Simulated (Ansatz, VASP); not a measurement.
Given: the input of a run of VASP 6.6.1 on W.

INCAR

```
SYSTEM = W
PREC     = Accurate       ! precision mode
ENCUT    = 520            ! plane-wave cutoff, eV
EDIFF    = 1E-6           ! SCF threshold, eV
ISMEAR   = -1             ! smearing method
SIGMA    = 0.05           ! smearing width, eV
LREAL    = .FALSE.        ! projectors in reciprocal space
LASPH    = .TRUE.         ! aspherical terms in the spheres
NELM     = 150            ! most SCF steps
ALGO     = Fast           ! electronic algorithm
ISIF     = 2              ! what is computed and relaxed
LWAVE    = .FALSE.        ! write WAVECAR
LCHARG   = .FALSE.        ! write CHGCAR
MAGMOM   = 0 0 0          ! initial moments
LORBIT   = 11             ! projections on sites
LSORBIT  = .TRUE.         ! spin-orbit coupling
GGA_COMPAT= .FALSE.      
LORBMOM  = .TRUE.       
LMAXMIX  = 4              ! l up to which the mixer works
NBANDS   = 25             ! bands
```

Contents of KPOINTS:

```
Automatic mesh
0
G
  12 12 12
  0 0 0
```

File POSCAR:

```
W
1.0
   -1.5500431812      1.5500431812      1.5500431812
    1.5500431812     -1.5500431812      1.5500431812
    1.5500431812      1.5500431812     -1.5500431812
W
1
Direct
    0.0000000000      0.0000000000      0.0000000000
```

Potentials or basis: VASP PAW LDA potentials, release 64 (W_sv).

Launch:

```bash
$ cat potpaw_LDA.64/W_sv/POTCAR > POTCAR
$ mpirun -np 1 vasp_ncl > vasp.out
```

Task: Translate it to Ansatz 0.2.0. Potentials there: Ansatz PAW.

Result: As run (the cutoff follows the program's own potentials):

File input.yaml:

```yaml
crystal:
  lattice:
    - [-1.5500431812, 1.5500431812, 1.5500431812]
    - [1.5500431812, -1.5500431812, 1.5500431812]
    - [1.5500431812, 1.5500431812, -1.5500431812]
  atoms:
    - { symbol: W, position: [0.0, 0.0, 0.0] }
hamiltonian:
  xc: lda
  pseudopotentials: { kind: paw_fr }
magnetization:
  noncollinear: true
  spin_orbit: true
kpoints:
  mp_grid: { grid: [12, 12, 12] }
scf:
  occupations: { method: fermi_dirac, width: 0.05 }
output:
  forces: true
  stress: true
  eigenvalues: true
```

Potentials or basis: Ansatz PAW.

Launch:

```console
$ ansatz run input.yaml --threads 2 --pin off --max-ram 5120MiB --backend cpu --events-out ev --progress --plain --runs-dir out
```

Both were run:

|  | VASP | Ansatz | Ansatz less VASP |
| --- | --- | --- | --- |
| pressure (GPa) | 14.6 | 12.4 | -2.22 |
| net moment per atom (μB) | 0.00 | 0.00 | 0.000 |

LDA's correlation is that of Perdew and Zunger in VASP and of Perdew and Wang (1992) in Ansatz.
